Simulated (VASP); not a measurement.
# P: single point with PBEsol+D3(BJ)

P:

```xyz
1
Lattice="1.8962 0.0000 0.0000 0.0000 1.8962 0.0000 0.0000 0.0000 1.8962" Properties=species:S:1:pos:R:3 pbc="T T T"
P     0.0000    0.0000    0.0000
```

This isn't the form of P at room conditions, which is orthorhombic.

```yaml
Program: VASP 6.6.1
Task: single point
Functional: PBEsol
Dispersion: D3(BJ)
Potentials_or_basis: VASP PAW PBE potentials, release 64 (P)
Cutoff: 500 eV
k_mesh: 20 × 20 × 20
Occupations: gaussian, width 0.1 eV
Spin: no spin polarisation
Dipole_correction: no
Further_INCAR_settings: ALGO = Normal; EDIFF = 1e-06; NBANDS = 8
```

* Pressure: 404.0 GPa
* Band gap on the k mesh: zero (an odd number of electrons rules out a gap without spin polarisation)
* Dispersion energy per atom: -0.843 eV

Levels at points of the mesh, in eV from the Fermi level:
```csv
k point,band 1,band 2,band 3,band 4,band 5,band 6,band 7
"(0.00, 0.00, 0.00)",-25.90,6.05,6.05,11.45,11.45,11.45,27.08
"(0.50, 0.00, 0.00)",-16.42,-16.31,10.92,19.15,19.15,19.30,19.30
"(0.50, 0.50, 0.00)",-8.82,-8.82,-5.50,-4.81,24.22,24.22,27.74
"(0.50, 0.50, 0.50)",-1.51,-1.51,-1.51,1.80,1.80,1.80,10.87
```

Wall time 7.1 s on 1 thread of AMD EPYC 7R13 Processor (Zen 3) (shared host), peak memory 0.09 GiB.

Caveat: the cell stands under pressure; the PAW data sets were made with another functional, which shifts forces and pressure a little; an odd number of electrons without spin polarisation forces a metal; a magnetic or distorted state may lie lower.
